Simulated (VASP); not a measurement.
The system is SnO2.

```
CELL_PARAMETERS angstrom
4.76049 0.00000 0.00000
0.00000 4.76049 0.00000
0.00000 0.00000 3.20016
ATOMIC_POSITIONS crystal
Sn 0.00000 0.00000 0.00000
Sn 0.50000 0.50000 0.50000
O 0.30588 0.30588 0.00000
O 0.19412 0.80588 0.50000
O 0.69412 0.69412 0.00000
O 0.80588 0.19412 0.50000
```

Base run:

- Program: VASP 6.6.1
- Functional: PBE
- Potentials or basis: VASP PAW PBE potentials, release 64 (Sn_d, O)
- Cutoff: 520 eV
- k mesh: 4 × 4 × 6
- Occupations: gaussian, width 0.01 eV
- Spin: no spin polarisation

Its results: band gap on the k mesh 1.09 eV; pressure 8.4 GPa; largest force 0.047 eV/Å.

Problem. The run is repeated on the same cell with these changes: functional from PBE to r2SCAN. What comes out?

Solution. Band gap on the k mesh 1.79 eV; pressure 1.1 GPa; largest force 0.024 eV/Å.

Caveats: spin-orbit coupling is left out, which moves the levels of the heavy elements; the cell stands under pressure (at least some runs); the PAW data sets were made with another functional, which shifts forces and pressure a little (at least some runs).

